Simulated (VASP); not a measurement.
## Cu: single point with PBEsol

Crystal: Cu.

```
Cu
1.0
     2.50090    0.00000    0.00000
    -1.25045    2.16584    0.00000
     0.00000    0.00000    8.48231
Cu
4
Direct
  0.00000 0.00000 0.00000
  0.33333 0.66667 0.25000
  0.00000 0.00000 0.50000
  0.66667 0.33333 0.75000
```

This cell differs from its parent crystal: uniaxial strain along c: +3.0 %.

```json
{
 "Program": "VASP 6.6.1",
 "Task": "single point",
 "Functional": "PBEsol",
 "Potentials or basis": "VASP PAW PBE potentials, release 64 (Cu)",
 "Cutoff": "520 eV",
 "k mesh": "24 × 24 × 6",
 "Occupations": "gaussian, width 0.1 eV",
 "Spin": "no spin polarisation",
 "Dipole correction": "no",
 "Further INCAR settings": "ALGO = Fast; EDIFF = 1e-06; NBANDS = 30"
}
```

* Pressure: -1.3 GPa
* Band gap on the k mesh: zero (bands 22 and 23 overlap by 5.43 eV)

Stress tensor (GPa, compression positive):
```
 0.98  0.00  0.00
 0.00  0.98  0.00
 0.00  0.00 -5.99
```

Levels at points of the mesh, in eV from the Fermi level:
```tsv
k point	band 19	band 20	band 21	band 22	band 23	band 24	band 25	band 26
(0.00, 0.00, 0.00)	-2.10	-1.99	-1.99	-1.71	-1.71	-1.46	3.36	11.68
(0.50, 0.00, 0.00)	-1.54	-1.51	-0.61	0.38	1.05	1.63	4.81	4.82
(0.00, 0.00, 0.50)	-2.25	-2.25	-1.82	-1.82	-1.82	-1.82	6.33	6.33
(0.50, 0.00, 0.50)	-1.52	-1.52	0.08	0.08	1.42	1.42	5.23	5.23
```

Run time: 4.6 min on 1 thread of Intel(R) Xeon(R) Platinum 8559C (Emerald Rapids), on a shared host, peak memory 0.34 GiB.

Caveat: the cell differs from its parent crystal (uniaxial strain along c: +3.0 %); the stress differs along the axes, from -6 to 1 GPa; the PAW data sets were made with another functional, which shifts forces and pressure a little.
